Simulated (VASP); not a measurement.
# CdTe (rocksalt type) (Fm-3m) in VASP: a series of runs

Runs on CdTe (rocksalt type). Level: LDA. Tasks: single point.

Everything below comes from runs of VASP 6.6.1. Logs are shortened: lines on timing, memory, paths and dates and some standing lists are left out, and cuts for length are marked.

### 1 The cell of the first run

The structure is cubic, space group Fm-3m (No. 225). Conventional cell: a = 5.810 Å, b = 5.810 Å, c = 5.810 Å, α = 90.00°, β = 90.00°, γ = 90.00°. Cd (site symmetry m-3m) has 6 Te at 2.91 Å within 3.8 Å. Te (site symmetry m-3m) has 6 Cd at 2.91 Å within 3.8 Å.

### 2 Single point, LDA (volume scaled by 0.94)

File INCAR:

```
SYSTEM = CdTe
PREC = Accurate
ENCUT = 520
EDIFF = 1E-6
ISMEAR = -1
SIGMA = 0.05
LREAL = .False.
LASPH = .True.
NELM = 100
ALGO = Normal
ISIF = 2
LWAVE = .False.
LCHARG = .False.
GGA = CA
NBANDS = 16
```

File KPOINTS:

```
regular mesh
0
Gamma
  13 13 13
  0 0 0
```

File POSCAR:

```
CdTe
1.0
    0.0000000000      2.9050399181      2.9050399181
    2.9050399181      0.0000000000      2.9050399181
    2.9050399181      2.9050399181      0.0000000000
Cd Te
1 1
Direct
    0.0000000000      0.0000000000      0.0000000000
    0.5000000000      0.5000000000      0.5000000000
```

Potentials or basis: VASP PAW LDA potentials, release 64 (Cd, Te).

Launch:

```sh
$ cat potpaw_LDA.64/Cd/POTCAR potpaw_LDA.64/Te/POTCAR > POTCAR
$ mpirun -np 1 vasp_std > vasp.out
```

OUTCAR:

```text
SYSTEM = CdTe
   PREC = Accurate
   ENCUT = 520
   EDIFF = 1E-6
   ISMEAR = -1
   LREAL = .False.
   LASPH = .True.
   NELM = 100
   ISIF = 2
   GGA = CA

 ion  position               nearest neighbor table
   1  0.000  0.000  0.000-   2 2.91   2 2.91   2 2.91   2 2.91   2 2.91   2 2.91
   2  0.500  0.500  0.500-   1 2.91   1 2.91   1 2.91   1 2.91   1 2.91   1 2.91

  LATTYP: Found a face centered cubic cell.
 ALAT       =     5.8100798362

  Lattice vectors:

 A1 = (   0.0000000000,   2.9050399181,   2.9050399181)
 A2 = (   2.9050399181,   0.0000000000,   2.9050399181)
 A3 = (   2.9050399181,   2.9050399181,   0.0000000000)

Analysis of symmetry for initial positions (statically):
=====================================================================
 Subroutine PRICEL returns:
 Original cell was already a primitive cell.

 Routine SETGRP: Setting up the symmetry group for a
 face centered cubic supercell.

 Subroutine GETGRP returns: Found 48 space group operations
 (whereof 48 operations were pure point group operations)
 out of a pool of 48 trial point group operations.

The static configuration has the point symmetry O_h .

Analysis of symmetry for dynamics (positions and initial velocities):
=====================================================================
 Subroutine PRICEL returns:
 Original cell was already a primitive cell.

 Routine SETGRP: Setting up the symmetry group for a
 face centered cubic supercell.

 Subroutine GETGRP returns: Found 48 space group operations
 (whereof 48 operations were pure point group operations)
 out of a pool of 48 trial point group operations.

The dynamic configuration has the point symmetry O_h .

 Subroutine INISYM returns: Found 48 space group operations
 (whereof 48 operations are pure point group operations),
 and found     1 'primitive' translations

----------------------------------------------------------------------------------------

                                     Primitive cell

  volume of cell :      49.0328

  direct lattice vectors                    reciprocal lattice vectors
     0.000000000  2.905039918  2.905039918    -0.172114675  0.172114675  0.172114675
     2.905039918  0.000000000  2.905039918     0.172114675 -0.172114675  0.172114675
     2.905039918  2.905039918  0.000000000     0.172114675  0.172114675 -0.172114675

  length of vectors
     4.108346851  4.108346851  4.108346851     0.298111361  0.298111361  0.298111361

  position of ions in fractional coordinates (direct lattice)
     0.000000000  0.000000000  0.000000000
     0.500000000  0.500000000  0.500000000

  ion indices of the primitive-cell ions
   primitive index   ion index
                 1           1
                 2           2

----------------------------------------------------------------------------------------

 KPOINTS: regular mesh

Automatic generation of k-mesh.
 Grid dimensions read from file:
 generate k-points for:   13   13   13

 Generating k-lattice:

  Cartesian coordinates                     Fractional coordinates (reciprocal lattice)
    -0.013239590  0.013239590  0.013239590     0.076923077  0.000000000  0.000000000
     0.013239590 -0.013239590  0.013239590     0.000000000  0.076923077  0.000000000
     0.013239590  0.013239590 -0.013239590     0.000000000  0.000000000  0.076923077

  Length of vectors
     0.022931643  0.022931643  0.022931643

  Shift w.r.t. Gamma in fractional coordinates (k-lattice)
     0.000000000  0.000000000  0.000000000

 Subroutine IBZKPT returns following result:
 ===========================================

 Found     84 irreducible k-points:

 Following reciprocal coordinates:
            Coordinates               Weight
  0.000000  0.000000  0.000000      1.000000
  0.076923  0.000000  0.000000      8.000000
  0.153846  0.000000  0.000000      8.000000
  0.230769  0.000000  0.000000      8.000000
  0.307692  0.000000  0.000000      8.000000
  0.384615  0.000000  0.000000      8.000000
[... 16 lines left out ...]
  0.384615  0.153846  0.000000     24.000000
  0.461538  0.153846  0.000000     24.000000
 [... further k-points ...]
   k-points           NKPTS =     84   k-points in BZ     NKDIM =     84   number of bands    NBANDS=     16
   number of dos      NEDOS =    301   number of ions     NIONS =      2
   total plane-waves  NPLWV =  32768
   dimension x,y,z NGX =    32 NGY =   32 NGZ =   32
   dimension x,y,z NGXF=    64 NGYF=   64 NGZF=   64
   ions per type =               1   1
   NGX,Y,Z   is equivalent  to a cutoff of  12.95, 12.95, 12.95 a.u.
   NGXF,Y,Z  is equivalent  to a cutoff of  25.90, 25.90, 25.90 a.u.
 SYSTEM =  CdTe
   PREC   = accura    normal or accurate (medium, high low for compatibility)
   ISTART =      0    job   : 0-new  1-cont  2-samecut
   ICHARG =      2    charge: 1-file 2-atom 10-const
   ISPIN  =      1    spin polarized calculation?
   LNONCOLLINEAR =      F non collinear calculations
   LSORBIT =      F    spin-orbit coupling
   LASPH  =      T    aspherical Exc in radial PAW
   ENCUT  =  520.0 eV  38.22 Ry    6.18 a.u.   7.64  7.64  7.64*2*pi/ulx,y,z
   NELM   =    100;   NELMIN=  2; NELMDL= -5     # of ELM steps
   EDIFF  = 0.1E-05   stopping-criterion for ELM
   LREAL  =      F    real-space projection
   EDIFFG = 0.1E-04   stopping-criterion for IOM
   NSW    =      0    number of steps for IOM
   IBRION =     -1    ionic relax: 0-MD 1-quasi-New 2-CG
   NFREE  =      0    steps in history (QN), initial steepest desc. (CG)
   ISIF   =      2    stress and relaxation
   ISYM   =      2    0-nonsym 1-usesym 2-fastsym
   POTIM  = 0.5000    time-step for ionic-motion
   TEBEG  =    0.0;   TEEND  =   0.0 temperature during run
   PSTRESS=    0.0 pullay stress
   NELECT =      18.0000    total number of electrons
   NUPDOWN=      -1.0000    fix difference up-down
   EMIN   =  10.00;   EMAX   =-10.00  energy-range for DOS
   EFERMI =   0.00;   METHOD = LEGACY
   ISMEAR =    -1;   SIGMA  =   0.05  broadening in eV -4-tet -1-fermi 0-gaus
   EFERMI_NEDOS =   21; number of points for ismear=-14 and -15
   IALGO  =     38    algorithm
   IMIX   =      4    mixing-type and parameters
     AMIX     =   0.40;   BMIX     =  1.00
     AMIX_MAG =   1.60;   BMIX_MAG =  1.00
  volume/ion in A,a.u.               =      24.52       165.44
  Fermi-wavevector in a.u.,A,eV,Ry     =   1.172205  2.215146 18.695283  1.374065
  Thomas-Fermi vector in A             =   2.308637
   LORBIT       =      0    0 simple, 1 ext, 2 COOP (PROOUT), +10 PAW based schemes
   GGA     = CA    functional components
   LHFCALC =     F    Hartree Fock is set to
   AEXX    =    0.0000 exact exchange contribution
   IVDW    =     0    specifies the selected vdW correction
   LEPSILON=     F    determine dielectric tensor
   LRPA    =     F    only Hartree local field effects (RPA)
 non-spin polarized calculation
  energy-cutoff  :      520.00
  volume of cell :       49.03
 maximum number of plane-waves:      1363
   NGX = 15   NGY = 15   NGZ = 15

 number of electron      18.0000003 magnetization

 Free energy of the ion-electron system (eV)
  ---------------------------------------------------
  ext. energy  EPLUGINS =         0.00000000
  ---------------------------------------------------
  free energy    TOTEN  =        -5.78206925 eV

  energy without entropy =       -5.77564204  energy(sigma->0) =       -5.77885565

 E-fermi :   5.3878     XC(G=0): -10.6892

 val. band max:        5.3829584261   @ k =  -0.2308   0.2308   0.0000
 cond. band min:       5.4133497921   @ k =  -0.3077   0.1538   0.0000
 fundamental gap:      0.0303913661
 Fermi energy:         5.3878355405

 k-point     1 :       0.0000    0.0000    0.0000
  band No.  band energies     occupation
      1      -7.2551      2.00000
      2      -3.2698      2.00000
      3      -3.2698      2.00000
      4      -3.2174      2.00000
      5      -3.2174      2.00000
      6      -3.2174      2.00000
[... 8 lines left out ...]
     15      13.4338      0.00000
     16      13.4338      0.00000

 k-point     2 :       0.0769    0.0000    0.0000
  band No.  band energies     occupation
      1      -7.1942      2.00000
      2      -3.2825      2.00000
      3      -3.2825      2.00000
      4      -3.2215      2.00000
      5      -3.2118      2.00000
      6      -3.2118      2.00000
[... 8 lines left out ...]
     15      13.1527      0.00000
     16      13.2821      0.00000

 k-point     3 :       0.1538    0.0000    0.0000
  band No.  band energies     occupation
      1      -7.0158      2.00000
      2      -3.3209      2.00000
      3      -3.3209      2.00000
      4      -3.2344      2.00000
      5      -3.1925      2.00000
      6      -3.1925      2.00000
[... 8 lines left out ...]
     15      13.3194      0.00000
     16      13.3194      0.00000

 k-point     4 :       0.2308    0.0000    0.0000
  band No.  band energies     occupation
      1      -6.7352      2.00000
      2      -3.3764      2.00000
      3      -3.3764      2.00000
      4      -3.2583      2.00000
      5      -3.1628      2.00000
      6      -3.1628      2.00000
[... 8 lines left out ...]
     15      13.8830      0.00000
     16      13.8830      0.00000
[... 324 lines left out ...]
 k-point    22 :       0.3077    0.1538    0.0000
  band No.  band energies     occupation
      1      -6.5026      2.00000
      2      -3.4142      2.00000
      3      -3.3132      2.00000
      4      -3.2667      2.00000
      5      -3.1425      2.00000
      6      -3.1237      2.00000
[... 8 lines left out ...]
     15      15.3752      0.00000
     16      15.7322      0.00000

 k-point    23 :       0.3846    0.1538    0.0000
  band No.  band energies     occupation
      1      -6.2074      2.00000
      2      -3.3990      2.00000
      3      -3.3697      2.00000
      4      -3.2838      2.00000
      5      -3.1069      2.00000
      6      -3.0937      2.00000
[... 8 lines left out ...]
     15      16.1522      0.00000
     16      16.5302      0.00000

 k-point    24 :       0.4615    0.1538    0.0000
  band No.  band energies     occupation
      1      -5.9497      2.00000
      2      -3.4243      2.00000
      3      -3.3606      2.00000
      4      -3.3076      2.00000
      5      -3.0774      2.00000
      6      -3.0667      2.00000
[... 8 lines left out ...]
     15      17.1668      0.00000
     16      17.2060      0.00000

 [... further k-points ...]
[... 5 lines left out ...]
  --------------------------------------------------------------------------------------
  -------------------------------------------------------------------------------------
  Total        1.5258166      1.5258166      1.5258166      0.0000000      0.0000000     -0.0000000
  in kB       49.8570539     49.8570539     49.8570539      0.0000000      0.0000000     -0.0000000
  external PRESSURE =      49.8570539 kB  Pullay stress =       0.0000000 kB

 VOLUME and BASIS-vectors are now :
 -----------------------------------------------------------------------------
  energy-cutoff  :      520.00
  volume of cell :       49.03
      direct lattice vectors                 reciprocal lattice vectors
     0.000000000  2.905039918  2.905039918    -0.172114675  0.172114675  0.172114675
     2.905039918  0.000000000  2.905039918     0.172114675 -0.172114675  0.172114675
     2.905039918  2.905039918  0.000000000     0.172114675  0.172114675 -0.172114675

 POSITION                                       TOTAL-FORCE (eV/Angst)
 -----------------------------------------------------------------------------------
      0.00000      0.00000      0.00000        -0.000000      0.000000      0.000000
      2.90504      2.90504      2.90504         0.000000     -0.000000     -0.000000
 -----------------------------------------------------------------------------------
    total drift:                                0.000000     -0.000000     -0.000000

  FREE ENERGIE OF THE ION-ELECTRON SYSTEM (eV)
  ---------------------------------------------------
  free  energy   TOTEN  =        -5.7820692520 eV

  energy  without entropy=       -5.7756420380  energy(sigma->0) =       -5.77885565
```

Run time: 30 s. Hardware: 1 thread of Intel Xeon 6975P-C, shared host; peak memory 0.2 GiB.

What came out:

```yaml
Free_energy: -5.7821 eV
Pressure: 5.0 GPa
Band_gap_on_the_k_mesh: zero (band 9 reaches 5.56 eV, above the bottom of band 10 at 3.96 eV)
```

Caveat: the cell differs from its parent crystal (volume scaled by 0.94); spin-orbit coupling is left out, which moves the levels of the heavy elements.

### 3 Single point, LDA

This run uses another cell than the first one, of 26.08 Å³/atom, 1.064 times its volume.

File INCAR:

```
SYSTEM = CdTe
ALGO = Normal
EDIFF = 1E-6
ENCUT = 520
ISIF = 2
ISMEAR = -1
LASPH = .True.
LCHARG = .False.
LREAL = .False.
LWAVE = .False.
NBANDS = 16
NELM = 100
PREC = Accurate
SIGMA = 0.05
```

File KPOINTS:

```
k-points
0
Gamma
  13 13 13
  0 0 0
```

File POSCAR:

```
CdTe
1.0
    0.0000000000      2.9655789238      2.9655789238
    2.9655789238      0.0000000000      2.9655789238
    2.9655789238      2.9655789238      0.0000000000
Cd Te
1 1
Direct
    0.0000000000      0.0000000000      0.0000000000
    0.5000000000      0.5000000000      0.5000000000
```

Potentials or basis: VASP PAW LDA potentials, release 64 (Cd, Te).

Launch:

```sh
$ cat potpaw_LDA.64/Cd/POTCAR potpaw_LDA.64/Te/POTCAR > POTCAR
$ mpirun -np 1 vasp_std > vasp.out
```

Wall time 32 s (1 thread of Intel Xeon 6975P-C, shared host); peak memory 0.2 GiB.

Results (log left out):

```yaml
Free_energy: -5.8320 eV
Pressure: 0.4 GPa
Band_gap_on_the_k_mesh: zero (band 9 reaches 4.81 eV, above the bottom of band 10 at 3.29 eV)
```

Levels at points of the mesh, in eV from the Fermi level:
```tsv
k point	band 5	band 6	band 7	band 8	band 9	band 10	band 11	band 12	band 13	band 14
(0.00, 0.00, 0.00)	-8.41	-8.41	-0.52	-0.52	-0.52	0.62	7.18	7.18	7.18	7.87
```

Caveat: spin-orbit coupling is left out, which moves the levels of the heavy elements.

### 4 Single point, LDA

This run uses another cell than the first one, of 26.08 Å³/atom, 1.064 times its volume.

File INCAR:

```
SYSTEM = CdTe
PREC = Accurate
ENCUT = 520
EDIFF = 1E-7
ISMEAR = -1
SIGMA = 0.05
LREAL = .False.
LASPH = .True.
NELM = 60
ALGO = Normal
ISIF = 2
LWAVE = .False.
LCHARG = .True.
GGA = CA
LELF = .True.
LVHAR = .True.
NBANDS = 16
```

File KPOINTS:

```
regular mesh
0
Gamma
  13 13 13
  0 0 0
```

POSCAR is that of step 3.

Launch:

```sh
$ cat potpaw_LDA.64/Cd/POTCAR potpaw_LDA.64/Te/POTCAR > POTCAR
$ mpirun -np 1 vasp_std > vasp.out
```

It took 37 s on 1 thread of Intel Xeon 6975P-C, shared host; peak memory 0.2 GiB.

The run converged. Its results:

```
Free energy            : -5.8320 eV
Pressure               : 0.4 GPa
Band gap on the k mesh : zero (band 9 reaches 4.80 eV, above the bottom of band 10 at 3.29 eV)
```

Levels at points of the mesh, in eV from the Fermi level:
```
           k point  band 5  band 6  band 7  band 8  band 9  band 10  band 11  band 12  band 13  band 14
(0.00, 0.00, 0.00)   -8.41   -8.41   -0.52   -0.52   -0.52     0.62     7.18     7.18     7.18     7.87
```

Caveat: spin-orbit coupling is left out, which moves the levels of the heavy elements.
